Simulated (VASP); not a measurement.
MnS, 2 atoms in the cell. Symmetry: F-43m, No. 216, cubic system. The conventional cell has a = 5.600 Å, b = 5.600 Å, c = 5.600 Å, α = 90.00°, β = 90.00°, γ = 90.00°. Mn (site symmetry -43m) has 4 S at 2.42 Å within 3.2 Å. Within 3.2 Å of S (site symmetry -43m) lie 4 Mn at 2.42 Å. 

| Property | Result |
| --- | --- |
| Program | VASP 6.6.1 |
| Task | single point |
| Functional | PBE |
| Potentials or basis | VASP PAW PBE potentials, release 64 (Mn_pv, S) |
| Cutoff | 520 eV |
| k mesh | 6 × 6 × 6 |
| Occupations | gaussian, width 0.05 eV |
| Spin | collinear spin, ferromagnetic start |
| Starting moments | [4.58, 0.14] μB |
| Dipole correction | no |
| Further INCAR settings | ALGO = Normal; EDIFF = 1e-06; NBANDS = 20 |

Potentials or basis: VASP PAW PBE potentials, release 64 (Mn_pv, S).

Launch:

```sh
$ cat potpaw_PBE.64/Mn_pv/POTCAR potpaw_PBE.64/S/POTCAR > POTCAR
$ mpirun -np 1 vasp_std > vasp.out
```

Hardware: 1 thread of Intel(R) Xeon(R) Platinum 8259CL CPU @ 2.50GHz (Skylake/Cascade Lake), with other jobs on the host.

**Question.** How long does it take, and how much memory?

**Answer.** It took 38 s on 1 thread of Intel(R) Xeon(R) Platinum 8259CL CPU @ 2.50GHz (Skylake/Cascade Lake), on a shared host, peak memory 0.19 GiB. Counts: scf iterations 16, k points 16.
